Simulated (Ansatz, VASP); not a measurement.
Two plane-wave programs on NaH

```xyz
2
Lattice="2.9869 0.0000 0.0000 0.0000 2.9869 0.0000 0.0000 0.0000 2.9480" Properties=species:S:1:pos:R:3 pbc="T T T"
Na    0.0000    0.0000    0.0000
H     1.4935    1.4935    1.4740
```

Change from the starting cell: epitaxial_xy strain +1.9%.

Alike in both runs: task single point; functional HSE06; k mesh 6 × 6 × 6; no spin polarisation.

|  | VASP | Ansatz |
| --- | --- | --- |
| version | VASP 6.6.1 | Ansatz 0.2.0 |
| potentials or method | VASP PAW PBE potentials, release 64 (Na_pv, H) | plane waves, PAW |
| plane-wave cutoff (eV) | 520 | 420 |
| occupations | gaussian, width 0.01 eV | fixed |
| valence electrons in the cell | 8 | 10 |

|  | VASP | Ansatz | Ansatz less VASP |
| --- | --- | --- | --- |
| gap on the k mesh at the Fermi level (eV) | 1.82 | 1.83 | +0.005 |
| pressure (GPa) | -0.7 | -0.7 | 0.00 |
| traceless stress, the component that is largest in VASP (GPa) | 0.99 | 0.99 | 0.000 |

VASP's potentials hold 8 valence electrons a cell and Ansatz's 10, so a difference there can come from the potentials and not from the codes. Ansatz's warnings: stress exchange threshold loose, stress scf threshold loose.
